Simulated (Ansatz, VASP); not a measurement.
# Two plane-wave programs on AlN

```
Al N
1.0
    -3.31348    0.00000    0.00000
     0.00000    0.00000   -4.18759
     0.00000   -5.73911    0.00000
Al N
4 4
Direct
  0.53332 0.23463 0.16667
  0.96668 0.23463 0.66667
  0.03332 0.73463 0.33333
  0.46668 0.73463 0.83333
  0.53210 0.77961 0.16667
  0.96790 0.77961 0.66667
  0.03210 0.27961 0.33333
  0.46790 0.27961 0.83333
```

Change from the starting cell: mode 4 frozen in at -0.110 Å and mode 5 at -0.124 Å (largest displacements).

Alike in both runs: task single point; functional PBE; k mesh 8 × 6 × 4; occupations gaussian, width 0.05 eV; no spin polarisation.

```csv
,VASP,Ansatz
version,VASP 6.6.1,Ansatz 0.2.0
potentials or method,"VASP PAW PBE potentials, release 64 (Al, N), cutoff 520 eV","scalar-relativistic, plane waves, PAW"
valence electrons in the cell,32,32
```

|  | VASP | Ansatz | Ansatz less VASP |
| --- | --- | --- | --- |
| gap on the k mesh at the Fermi level (eV) | 3.37 | 3.36 | -0.008 |
| least direct gap on the mesh (eV) | 3.37 | 3.36 | -0.008 |
| pressure (GPa) | 2.4 | 2.5 | +0.18 |
| traceless stress, the component that is largest in VASP (GPa) | 10.30 | 10.15 | -0.147 |
| rms of the force components (eV/Å) | 0.389 | 0.387 | -0.0019 |

Atom by atom the forces differ by 0.002 eV/Å (rms over components). The functional is the same, so the differences come from potentials, cutoffs and numerics.
